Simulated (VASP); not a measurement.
Set up this calculation in VASP 6.6.1, as the native input.

- Task: single point
- Functional: PBEsol
- Potentials or basis: VASP PAW PBE potentials, release 64 (Sc_sv)
- Cutoff: 520 eV
- k mesh: 14 × 14 × 14
- Occupations: fermi-dirac, width 0.08 eV
- Spin: no spin polarisation
- Dipole correction: no
- Further INCAR settings: ALGO = Normal; EDIFF = 1e-06; NBANDS = 12

The structure of Sc lies in POSCAR:

```
Sc
1.0
    0.0000000000      2.2779274597      2.2779274597
    2.2779274597      0.0000000000      2.2779274597
    2.2779274597      2.2779274597      0.0000000000
Sc
1
Direct
    0.0000000000      0.0000000000      0.0000000000
```

These files were run (other wordings do the same):

INCAR

```
SYSTEM = Sc
PREC = Accurate ; ENCUT = 520
EDIFF = 1E-6 ; ISMEAR = -1
SIGMA = 0.08 ; LREAL = .FALSE.
LASPH = .TRUE. ; NELM = 60
ALGO = Normal ; ISIF = 2
LWAVE = .FALSE. ; LCHARG = .TRUE.
GGA = PS ; LELF = .TRUE.
LVHAR = .TRUE. ; NBANDS = 12
```

KPOINTS

```
Automatic mesh
0
G
  14 14 14
  0 0 0
```

Potentials or basis: VASP PAW PBE potentials, release 64 (Sc_sv).

The run is started by

```bash
$ cat potpaw_PBE.64/Sc_sv/POTCAR > POTCAR
$ mpirun -np 1 vasp_std > vasp.out
```

It gave:

| Quantity | Value |
| --- | --- |
| Pressure | 0.0 GPa |

Caveat: the PAW data sets were made with another functional, which shifts forces and pressure a little.

It took 24 s on 1 thread of Intel Xeon 8259CL, with other jobs on the host, peak memory 0.15 GiB.
